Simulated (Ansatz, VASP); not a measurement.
**Rh in VASP and in Ansatz**

```
CELL_PARAMETERS angstrom
0.00000 1.90208 1.90208
1.90208 0.00000 1.90208
1.90208 1.90208 0.00000
ATOMIC_POSITIONS crystal
Rh 0.00000 0.00000 0.00000
```

Alike in both runs: functional r2SCAN; k mesh 18 × 18 × 18; occupations fermi-dirac, width 0.15 eV; no spin polarisation.

Ansatz relaxed the structure, and its values are those at the end. VASP's run is a single point on that final structure, the one shown.

|  | VASP | Ansatz |
| --- | --- | --- |
| version | VASP 6.6.1 | Ansatz 0.2.0 |
| potentials or method | VASP PAW PBE potentials, release 64 (Rh_sv_GW), cutoff 680 eV | scalar-relativistic, plane waves, PAW |
| valence electrons in the cell | 17 | 17 |

|  | VASP | Ansatz | Ansatz less VASP |
| --- | --- | --- | --- |
| gap on the k mesh at the Fermi level (eV) | none | none | - |
| pressure (GPa) | 0.0 | 0.0 | -0.04 |

VASP's potentials were made for PBE, not for r2SCAN. A gap of «none» marks a metal or a gap that the smearing closes. With one functional, cell and mesh, what is left measures potentials, basis and numerics.
